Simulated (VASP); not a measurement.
# TlBr in VASP: single point with PBE

Aim: the single point of TlBr with PBE.

All numbers are computed with VASP 6.6.1; they aren't measurements. Logs are shortened: lines on timing, memory, paths and dates and some standing lists are left out, and cuts for length are marked.

### 1 The cell of the first run

The cell holds a slab with vacuum, 6 atoms: a = 4.726 Å, b = 4.726 Å, c = 27.648 Å, α = 90.00°, β = 90.00°, γ = 120.00°.

### 2 Single point, PBE

INCAR

```
ALGO     = Normal         # electronic algorithm
DIPOL    = 0.5 0.5 0.502
EDIFF    = 1E-6           # SCF threshold, eV
ENCUT    = 520            # plane-wave cutoff, eV
GGA      = PE             # functional
IDIPOL   = 3            
ISIF     = 2              # what is computed and relaxed
ISMEAR   = 0              # smearing method
LASPH    = True           # aspherical terms in the spheres
LCHARG   = False          # write CHGCAR
LDIPOL   = True         
LREAL    = False          # projectors in reciprocal space
LWAVE    = False          # write WAVECAR
NBANDS   = 39             # bands
NELM     = 80             # most SCF steps
PREC     = Accurate       # precision mode
SIGMA    = 0.05           # smearing width, eV
```

KPOINTS

```
k-points
0
Gamma
  6 6 1
```

POSCAR

```
TlBr
1.0
    4.7263607891     -0.0000000029      0.0000000000
   -2.3631803920      4.0931485122      0.0000000000
    0.0000000000      0.0000000000     27.6476435614
Br Tl
3 3
Direct
    0.3333333333      0.6666666667      0.3255250300
    0.0000000000      0.0000000000      0.4651050100
    0.6666666667      0.3333333333      0.6254733199
    0.6666666667      0.3333333333      0.3953150200
    0.3333333333      0.6666666667      0.5211793437
    0.0000000000      0.0000000000      0.6790159938
```

Potentials or basis: VASP PAW PBE potentials, release 64 (Br, Tl_d).

Launch:

```
$ cat potpaw_PBE.64/Br/POTCAR potpaw_PBE.64/Tl_d/POTCAR > POTCAR
$ mpirun -np 1 vasp_std > vasp.out
```

OUTCAR:

```text
EDIFF = 1E-6
   ENCUT = 520
   GGA = PE
   ISIF = 2
   ISMEAR = 0
   LASPH = True
   LREAL = False
   NELM = 80
   PREC = Accurate

 ion  position               nearest neighbor table
   1  0.333  0.667  0.326-   4 3.34   4 3.34   4 3.34
   2  0.000  0.000  0.465-   5 3.14   5 3.14   5 3.14   4 3.34   4 3.34   4 3.34
   3  0.667  0.333  0.625-   6 3.10   6 3.10   6 3.10
   4  0.667  0.333  0.395-   1 3.34   2 3.34   1 3.34   2 3.34   2 3.34   1 3.34
   5  0.333  0.667  0.521-   2 3.14   2 3.14   2 3.14
   6  0.000  0.000  0.679-   3 3.10   3 3.10   3 3.10

  LATTYP: Found a hexagonal cell.
 ALAT       =     4.7263607891
 C/A-ratio  =     5.8496684437

  Lattice vectors:

 A1 = (   4.7263607891,  -0.0000000029,   0.0000000000)
 A2 = (  -2.3631803920,   4.0931485122,   0.0000000000)
 A3 = (   0.0000000000,   0.0000000000,  27.6476435614)

Analysis of symmetry for initial positions (statically):
=====================================================================
 Subroutine PRICEL returns:
 Original cell was already a primitive cell.

 Routine SETGRP: Setting up the symmetry group for a
 hexagonal supercell.

 Subroutine GETGRP returns: Found  6 space group operations
 (whereof  6 operations were pure point group operations)
 out of a pool of 24 trial point group operations.

The static configuration has the point symmetry C_3v.

Analysis of symmetry for dynamics (positions and initial velocities):
=====================================================================
 Subroutine PRICEL returns:
 Original cell was already a primitive cell.

 Routine SETGRP: Setting up the symmetry group for a
 hexagonal supercell.

 Subroutine GETGRP returns: Found  6 space group operations
 (whereof  6 operations were pure point group operations)
 out of a pool of 24 trial point group operations.

The dynamic configuration has the point symmetry C_3v.

 Subroutine INISYM returns: Found  6 space group operations
 (whereof  6 operations are pure point group operations),
 and found     1 'primitive' translations

----------------------------------------------------------------------------------------

                                     Primitive cell

  volume of cell :     534.8629

  direct lattice vectors                    reciprocal lattice vectors
     4.726360789 -0.000000003  0.000000000     0.211579277  0.122155353  0.000000000
    -2.363180392  4.093148512  0.000000000     0.000000000  0.244310705  0.000000000
[... 85 lines left out ...]
   PSTRESS=    0.0 pullay stress
   NELECT =      60.0000    total number of electrons
   NUPDOWN=      -1.0000    fix difference up-down
   EMIN   =  10.00;   EMAX   =-10.00  energy-range for DOS
   EFERMI =   0.00;   METHOD = LEGACY
   ISMEAR =     0;   SIGMA  =   0.05  broadening in eV -4-tet -1-fermi 0-gaus
   EFERMI_NEDOS =   21; number of points for ismear=-14 and -15
   IALGO  =     38    algorithm
   IMIX   =      4    mixing-type and parameters
     AMIX     =   0.40;   BMIX     =  1.00
     AMIX_MAG =   1.60;   BMIX_MAG =  1.00
  volume/ion in A,a.u.               =      89.14       601.57
  Fermi-wavevector in a.u.,A,eV,Ry     =   0.789547  1.492027  8.481651  0.623384
  Thomas-Fermi vector in A             =   1.894710
   LORBIT       =      0    0 simple, 1 ext, 2 COOP (PROOUT), +10 PAW based schemes
   GGA     = PE    functional components
   LHFCALC =     F    Hartree Fock is set to
   AEXX    =    0.0000 exact exchange contribution
   IVDW    =     0    specifies the selected vdW correction
   LEPSILON=     F    determine dielectric tensor
   LRPA    =     F    only Hartree local field effects (RPA)
 non-spin polarized calculation
 Gauss-broadening in eV      SIGMA  =   0.05
  energy-cutoff  :      520.00
  volume of cell :      534.86
 maximum number of plane-waves:     14461
 NGX is ok and might be reduce to    36
   NGX = 17   NGY = 17   NGZ =103

 dipolmoment           0.000000      0.000000      0.000006 electrons x Angstroem

 number of electron      60.0000012 magnetization

 dipolmoment           0.000000      0.000000     -0.592326 electrons x Angstroem

 Free energy of the ion-electron system (eV)
  ---------------------------------------------------
  ext. energy  EPLUGINS =         0.00000000
  ---------------------------------------------------
  free energy    TOTEN  =       -15.40545658 eV

  energy without entropy =      -15.39836269  energy(sigma->0) =      -15.40190963

 E-fermi :  -1.7497     XC(G=0):  -3.8860

 val. band max:       -1.7783004427   @ k =   0.1667   0.0000   0.0000
 cond. band min:      -1.7081433448   @ k =   0.5000  -0.0000   0.0000
 fundamental gap:      0.0701570979
 Fermi energy:        -1.7496575695

 k-point     1 :       0.0000    0.0000    0.0000
  band No.  band energies     occupation
      1     -18.0522      2.00000
      2     -17.0202      2.00000
      3     -14.6439      2.00000
      4     -14.6439      2.00000
      5     -14.6179      2.00000
      6     -14.6030      2.00000
[... 283 lines left out ...]
     38       2.6702      0.00000
     39       2.7352      0.00000

------------------------ aborting loop because EDIFF is reached ----------------------------------------

 vacuum level on the upper side and lower side of the slab       (xc-potential included)        -2.793         2.711

  FORCE on cell =-STRESS in cart. coord.  units (eV):
  Direction    XX          YY          ZZ          XY          YZ          ZX
  --------------------------------------------------------------------------------------
  -------------------------------------------------------------------------------------
  Total       -0.0600756     -0.0600756     -0.6773603     -0.0000000     -0.0000000      0.0000000
  in kB       -0.1799558     -0.1799558     -2.0290269     -0.0000000     -0.0000000      0.0000000
  external PRESSURE =      -0.7963128 kB  Pullay stress =       0.0000000 kB

 VOLUME and BASIS-vectors are now :
 -----------------------------------------------------------------------------
  energy-cutoff  :      520.00
  volume of cell :      534.86
      direct lattice vectors                 reciprocal lattice vectors
     4.726360789 -0.000000003  0.000000000     0.211579277  0.122155353  0.000000000
    -2.363180392  4.093148512  0.000000000     0.000000000  0.244310705  0.000000000
     0.000000000  0.000000000 27.647643561     0.000000000  0.000000000  0.036169448

 POSITION                                       TOTAL-FORCE (eV/Angst)
 -----------------------------------------------------------------------------------
      0.00000      2.72877      9.00000        -0.000000     -0.000000      0.910145
      0.00000      0.00000     12.85906         0.000000     -0.000000      0.538341
      2.36318      1.36438     17.29286        -0.000000     -0.000000     -0.004065
      2.36318      1.36438     10.92953        -0.000000      0.000000     -1.450851
      0.00000      2.72877     14.40938         0.000000     -0.000000      0.001098
      0.00000      0.00000     18.77319         0.000000     -0.000000      0.005332
 -----------------------------------------------------------------------------------
    total drift:                               -0.000000     -0.000000      0.000196

  FREE ENERGIE OF THE ION-ELECTRON SYSTEM (eV)
  ---------------------------------------------------
  free  energy   TOTEN  =       -15.4054565758 eV

  energy  without entropy=      -15.3983626875  energy(sigma->0) =      -15.40190963

 vacuum level on the upper side and lower side of the slab         0.249         5.837
```

stdout:

```text
POSCAR found type information on POSCAR BrTl
 POSCAR found :  2 types and       6 ions
 scaLAPACK will be used
 LDA part: xc-table for (Slater+PW92), standard interpolation
 POSCAR, INCAR and KPOINTS ok, starting setup
 FFT: planning ... GRIDC
 FFT: planning ... GRID_SOFT
 FFT: planning ... GRID
 WAVECAR not read
 entering main loop
```

Wall time 16 min (1 thread of AMD EPYC 7R43 (Zen 3), shared host); peak memory 0.55 GiB.

What came out:

| Item | Value |
| --- | --- |
| Free energy | -15.4055 eV |
| Largest force | 1.451 eV/Å |
| Band gap on the k mesh | zero (band 30 reaches -1.78 eV, above the bottom of band 31 at -1.80 eV) |

Forces in eV/Å, atoms in the order of the input:
```
Br   0.000  0.000  0.910
Br   0.000  0.000  0.538
Br   0.000  0.000 -0.004
Tl   0.000  0.000 -1.451
Tl   0.000  0.000  0.001
Tl   0.000  0.000  0.005
```

Levels at points of the mesh, in eV from the Fermi level:
| k point | band 26 | band 27 | band 28 | band 29 | band 30 | band 31 | band 32 | band 33 | band 34 | band 35 |
| --- | --- | --- | --- | --- | --- | --- | --- | --- | --- | --- |
| (0.00, 0.00, 0.00) | -3.10 | -1.87 | -0.30 | -0.15 | -0.15 | -0.05 | 1.47 | 2.02 | 2.17 | 2.17 |
| (0.50, 0.00, 0.00) | -3.43 | -2.18 | -0.77 | -0.38 | -0.24 | 0.04 | 1.39 | 1.47 | 2.22 | 2.68 |

Caveat: spin-orbit coupling is left out, which moves the levels of the heavy elements.
